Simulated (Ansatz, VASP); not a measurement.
Given: the input of a run of VASP 6.6.1 on CuO.

INCAR

```
PREC     = Accurate       # precision mode
ENCUT    = 600            # plane-wave cutoff, eV
EDIFF    = 1E-6           # SCF threshold, eV
ISMEAR   = -1             # smearing method
SIGMA    = 0.05           # smearing width, eV
LREAL    = F              # projectors in reciprocal space
LASPH    = T              # aspherical terms in the spheres
NELM     = 120            # most SCF steps
ALGO     = Normal         # electronic algorithm
ISIF     = 2              # what is computed and relaxed
LWAVE    = F              # write WAVECAR
LCHARG   = F              # write CHGCAR
GGA      = PE             # functional
NBANDS   = 44             # bands
GGA_COMPAT= F
```

File KPOINTS:

```
regular mesh
0
Gamma
  9 5 5
```

Contents of POSCAR:

```
CuO
1.0
   -2.3418500000      1.7113000000      0.0000000000
    0.8500300000      0.0000000000     -5.0578700000
   -2.3418500000     -5.1339000000      0.0000000000
Cu O
4 4
Direct
    0.2431120000     -0.0038740000      0.2442210000
    0.7666110000      0.0060720000      0.7416930000
    0.9902800000      0.5024930000      0.4969970000
    0.5040260000      0.5063890000      0.9923980000
    0.6972140000      0.7465650000      0.2846140000
    0.1816820000      0.7407940000      0.7841690000
    0.7953990000      0.2516120000      0.1998890000
    0.2984150000      0.2338240000      0.7542410000
```

Potentials or basis: VASP PAW PBE potentials, release 64 (Cu, O).

The run is started by

```console
$ cat potpaw_PBE.64/Cu/POTCAR potpaw_PBE.64/O/POTCAR > POTCAR
$ mpirun -np 1 vasp_std > vasp.out
```

**Question.** Translate it to Ansatz 0.2.0. Potentials there: all-electron LAPW, scalar-relativistic.

**Answer.** As run (the cutoff follows the program's own potentials):

The input input.yaml:

```yaml
crystal:
  lattice:
    - [-2.34185, 1.7113, 0.0]
    - [0.85003, 0.0, -5.05787]
    - [-2.34185, -5.1339, 0.0]
  atoms:
    - { symbol: Cu, position: [0.243112, -0.003874, 0.244221] }
    - { symbol: Cu, position: [0.766611, 0.006072, 0.741693] }
    - { symbol: Cu, position: [0.99028, 0.502493, 0.496997] }
    - { symbol: Cu, position: [0.504026, 0.506389, 0.992398] }
    - { symbol: O, position: [0.697214, 0.746565, 0.284614] }
    - { symbol: O, position: [0.181682, 0.740794, 0.784169] }
    - { symbol: O, position: [0.795399, 0.251612, 0.199889] }
    - { symbol: O, position: [0.298415, 0.233824, 0.754241] }
kpoints:
  mp_grid: { grid: [9, 5, 5] }
scf:
  occupations: { method: fermi_dirac, width: 0.05 }
hamiltonian:
  xc: pbe
  pseudopotentials: { kind: all_electron, lapw: { basis_error: 0.001 } }
output:
  forces: true
  stress: true
  eigenvalues: true
  populations: true
```

Potentials or basis: all-electron LAPW, scalar-relativistic.

The run is started by

```bash
$ ansatz run input.yaml --threads 4 --pin off --max-ram 12288MiB --backend cpu --events-out ev --progress --plain --runs-dir out
```

Both were run:

|  | VASP | Ansatz | Ansatz less VASP |
| --- | --- | --- | --- |
| gap on the k mesh at the Fermi level (eV) | none | none | - |
| pressure (GPa) | 9.7 | 9.0 | -0.66 |
| traceless stress, the component that is largest in VASP (GPa) | 1.80 | 1.63 | -0.166 |
| rms of the force components (eV/Å) | 0.807 | 0.788 | -0.0190 |

Atom by atom the forces differ by 0.029 eV/Å (rms over components). A gap of «none» marks a metal or a gap that the smearing closes. Ansatz ran all-electron here, and VASP with PAW potentials.
